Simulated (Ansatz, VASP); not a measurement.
# Ti6H: VASP beside Ansatz

```
Ti H
1.0
     5.66395    0.00000    0.00000
     0.00000    4.57935    0.00000
     0.00000    0.00000   24.55069
Ti H
12 2
Cartesian
  1.4160 0.0000 4.0000
  4.2480 0.0000 4.0000
  0.0000 2.2897 5.3219
  2.8320 2.2897 5.3219
  1.4160 0.0000 6.6439
  4.2480 0.0000 6.6439
  1.4160 2.2897 7.9952
  4.2480 2.2897 7.9952
  0.0000 0.0000 9.2793
  2.8320 0.0000 9.2793
  1.4160 2.2897 10.5507
  4.2480 2.2897 10.5507
  -1.3250 0.0000 11.3207
  1.3250 0.0000 11.3207
```

Alike in both runs: task single point; functional PBE; k mesh 5 × 6 × 1; occupations gaussian, width 0.1 eV; no spin polarisation.

|  | VASP | Ansatz |
| --- | --- | --- |
| version | VASP 6.6.1 | Ansatz 0.2.0 |
| potentials or method | VASP PAW PBE potentials, release 64 (Ti_sv, H), cutoff 520 eV | scalar-relativistic, plane waves, PAW |
| valence electrons in the cell | 146 | 146 |

```tsv
	VASP	Ansatz	Ansatz less VASP
gap on the k mesh at the Fermi level (eV)	none	none	-
rms of the force components (eV/Å)	0.400	0.401	+0.0009
work function, face that differs most (eV)	3.37	3.37	-0.003
```

Atom by atom the forces differ by 0.004 eV/Å (rms over components). A gap of «none» marks a metal or a gap that the smearing closes. The functional is the same, so the differences come from potentials, cutoffs and numerics.
